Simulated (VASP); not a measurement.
ScSi2, 3 atoms in the cell. Symmetry: P6/mmm, No. 191, hexagonal system. The conventional cell has a = 3.660 Å, b = 3.660 Å, c = 3.870 Å, α = 90.00°, β = 90.00°, γ = 120.00°. Within 3.9 Å of Sc (site symmetry 6/mmm) lie 12 Si at 2.87 Å and 8 Sc at 3.66 to 3.87 Å. Si (site symmetry -6m2) has 3 Si at 2.11 Å and 6 Sc at 2.87 Å within 2.9 Å. 

| Property | Result |
| --- | --- |
| Program | VASP 6.6.1 |
| Task | relaxation of cell and atoms |
| Functional | r2SCAN |
| Potentials or basis | VASP PAW PBE potentials, release 64 (Sc_sv, Si) |
| Cutoff | 600 eV |
| k mesh | 8 × 8 × 7 |
| Occupations | fermi-dirac, width 0.05 eV |
| Spin | no spin polarisation |
| Dipole correction | no |
| Further INCAR settings | ALGO = Normal; EDIFF = 1e-06; IBRION = 2; EDIFFG = -0.01; NSW = 60; ISIF = 3 |

Potentials or basis: VASP PAW PBE potentials, release 64 (Sc_sv, Si).

Run with:

```sh
$ cat potpaw_PBE.64/Sc_sv/POTCAR potpaw_PBE.64/Si/POTCAR > POTCAR
$ cp INCAR.step1 INCAR
$ mpirun -np 1 vasp_std > vasp.out
$ cp INCAR.step2 INCAR
$ mpirun -np 1 vasp_std > vasp.out
```

Hardware: 1 thread of Intel(R) Xeon(R) Platinum 8488C (Sapphire Rapids) (shared host).

How long does it take, and how much memory?

Wall time 9.9 min on 1 thread of Intel(R) Xeon(R) Platinum 8488C (Sapphire Rapids), on a shared host, peak memory 0.22 GiB. Counts: k points 40, ion steps 12.
